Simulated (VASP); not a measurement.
A run of VASP 6.6.1 is set up as follows.

Contents of INCAR:

```
PREC = Accurate
ENCUT = 500
EDIFF = 1E-7
ISMEAR = 1
SIGMA = 0.02
LREAL = F
LASPH = T
NELM = 120
ALGO = Normal
ISIF = 3
LWAVE = F
LCHARG = F
GGA = PE
IVDW = 12
IBRION = 2
NSW = 80
EDIFFG = -0.01
GGA_COMPAT = F
NELMIN = 4
```

KPOINTS

```
regular mesh
0
Gamma
  7 7 7
```

POSCAR

```
Cl
1.0
    0.0000000000      3.0750000000      3.0750000000
    3.0750000000      0.0000000000      3.0750000000
    3.0750000000      3.0750000000      0.0000000000
Cl
2
Direct
    0.0000000000      0.0000000000      0.0000000000
    0.2500000000      0.2500000000      0.2500000000
```

Potentials or basis: VASP PAW PBE potentials, release 64 (Cl).

Command:

```sh
$ cat potpaw_PBE.64/Cl/POTCAR > POTCAR
$ mpirun -np 1 vasp_std > vasp.out
```

Question: Predict the band gap on the k mesh.

Answer: Zero (bands 7 and 8 overlap by 1.23 eV).

Question: Estimate the relaxed volume.

Answer: 32.16 Å³/atom.

The path:
```tsv
step	energy change (eV)	largest force (eV/Å)	pressure (GPa)	volume (Å³)
1	0.0000	0.0000	2.67	58.15
2	-0.0425	0.0000	0.71	62.33
3	-0.0466	0.0000	-0.07	64.52
4	-0.0467	0.0000	0.00	64.31
```
